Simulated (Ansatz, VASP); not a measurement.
## One calculation of GaP, two programs

```
CELL_PARAMETERS angstrom
0.00000 2.69565 2.69565
2.69565 0.00000 2.69565
2.69565 2.69565 0.00000
ATOMIC_POSITIONS crystal
Ga 0.00000 0.00000 0.00000
P 0.75000 0.75000 0.75000
```

Alike in both runs: task relaxation of cell and atoms; functional LDA; k mesh 8 × 8 × 8; no spin polarisation.

```csv
,VASP,Ansatz
version,VASP 6.6.1,Ansatz 0.2.0
potentials or method,"VASP PAW LDA potentials, release 64 (Ga_d, P), cutoff 600 eV","scalar-relativistic, plane waves, PAW"
occupations,"gaussian, width 0.01 eV",fixed
valence electrons in the cell,18,18
```

Ansatz gave:

| Property | Result |
| --- | --- |
| gap on the k mesh at the Fermi level, each at its own relaxed structure (eV) | 1.43 |
| relaxed volume (Å³/atom) | 19.59 |
| relaxed cell length with the largest relative difference (Å) | 3.812 |

Problem. Estimate VASP's values.

Solution. gap on the k mesh at the Fermi level, each at its own relaxed structure (eV): 1.43; relaxed volume (Å³/atom): 19.61; relaxed cell length with the largest relative difference (Å): 3.814.

LDA's correlation is that of Perdew and Zunger in VASP and of Perdew and Wang (1992) in Ansatz.
